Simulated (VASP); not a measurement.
# Ir: single point with LDA

Crystal: Ir.

```
Ir
1.0
     2.70524    0.00000    0.00000
    -1.35262    2.34281    0.00000
     0.00000    0.00000    4.38624
Ir
2
Direct
  0.66667 0.33333 0.75000
  0.33333 0.66667 0.25000
```

```json
{
 "Program": "VASP 6.6.1",
 "Task": "single point",
 "Functional": "LDA",
 "Potentials or basis": "VASP PAW LDA potentials, release 64 (Ir)",
 "Cutoff": "520 eV",
 "k mesh": "21 × 21 × 12",
 "Occupations": "gaussian, width 0.15 eV",
 "Spin": "no spin polarisation",
 "Dipole correction": "no",
 "Further INCAR settings": "ALGO = Fast; EDIFF = 1e-06; NBANDS = 16"
}
```

```json
{
 "Pressure": "2.7 GPa",
 "Band gap on the k mesh": "zero (band 9 reaches 11.77 eV, above the bottom of band 10 at 8.32 eV)"
}
```

Stress tensor (GPa, compression positive):
```
2.51 0.00 0.00
0.00 2.51 0.00
0.00 0.00 2.97
```

Levels at points of the mesh, in eV from the Fermi level:
```
           k point  band 6  band 7  band 8  band 9  band 10  band 11  band 12  band 13
(0.00, 0.00, 0.00)   -3.31   -3.31   -2.48   -2.48    -0.83     0.27     0.27     7.25
(0.00, 0.00, 0.50)   -4.12   -4.12   -4.12   -0.50    -0.50    -0.50    -0.50    13.66
```

Wall time 2.5 min on 1 thread of Intel(R) Xeon(R) Platinum 8488C (Sapphire Rapids), on a shared host, peak memory 0.23 GiB.

Caveat: spin-orbit coupling is left out, which moves the levels of the heavy elements.
